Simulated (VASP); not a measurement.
Wanted: the native input for a VASP 6.6.1 run.

| Quantity | Value |
| --- | --- |
| Task | single point |
| Functional | PBE0 |
| Potentials or basis | VASP PAW PBE potentials, release 64 (Sr_sv, O) |
| Cutoff | 520 eV |
| k mesh | 6 × 6 × 6 |
| Occupations | gaussian, width 0.01 eV |
| Spin | no spin polarisation |
| Dipole correction | no |
| Grid for exact exchange (PRECFOCK) | Normal |
| Further INCAR settings | ALGO = Normal; EDIFF = 1e-07; NBANDS = 15 |

Crystal: SrO.

```
Sr O
1.0
     0.00000    2.57989    2.57989
     2.57989    0.00000    2.57989
     2.57989    2.57989    0.00000
Sr O
1 1
Direct
  0.00000 0.00000 0.00000
  0.50000 0.50000 0.50000
```

These files were run (other wordings do the same):

POSCAR

```
SrO
1.0
    0.0000000000      2.5798923265      2.5798923265
    2.5798923265      0.0000000000      2.5798923265
    2.5798923265      2.5798923265      0.0000000000
Sr O
1 1
Direct
    0.0000000000      0.0000000000      0.0000000000
    0.5000000000      0.5000000000      0.5000000000
```

INCAR.step1

```
SYSTEM = SrO
ALGO = Normal ; EDIFF = 1E-5
ENCUT = 520 ; GGA = PE
ISIF = 2 ; ISMEAR = 0
LASPH = .TRUE. ; LCHARG = .FALSE.
LREAL = .FALSE. ; LWAVE = .TRUE.
NBANDS = 15 ; NELM = 60
PREC = Accurate ; SIGMA = 0.01
```

INCAR.step2

```
SYSTEM = SrO
AEXX = 0.25 ; ALGO = Normal
EDIFF = 1E-7 ; ENCUT = 520
GGA = PE ; ISIF = 2
ISMEAR = 0 ; ISTART = 1
LASPH = .TRUE. ; LCHARG = .FALSE.
LHFCALC = .TRUE. ; LREAL = .FALSE.
LWAVE = .FALSE. ; NBANDS = 15
NELM = 60 ; PREC = Accurate
PRECFOCK = Normal ; SIGMA = 0.01
```

KPOINTS

```
k-points
0
G
  6 6 6
  0 0 0
```

Potentials or basis: VASP PAW PBE potentials, release 64 (Sr_sv, O).

Command:

```bash
$ cat potpaw_PBE.64/Sr_sv/POTCAR potpaw_PBE.64/O/POTCAR > POTCAR
$ cp INCAR.step1 INCAR
$ mpirun -np 1 vasp_std > vasp.out
$ cp INCAR.step2 INCAR
$ mpirun -np 1 vasp_std > vasp.out
```

It gave:

```json
{
 "Pressure": "0.1 GPa",
 "Band gap on the k mesh": "5.49 eV, indirect (least direct gap 5.60 eV)"
}
```

Caveat: the PAW data sets were made with another functional, which shifts forces and pressure a little.

Wall time 26 min on 1 thread of Intel(R) Xeon(R) 6975P-C (Granite Rapids), on a shared host, peak memory 0.18 GiB.
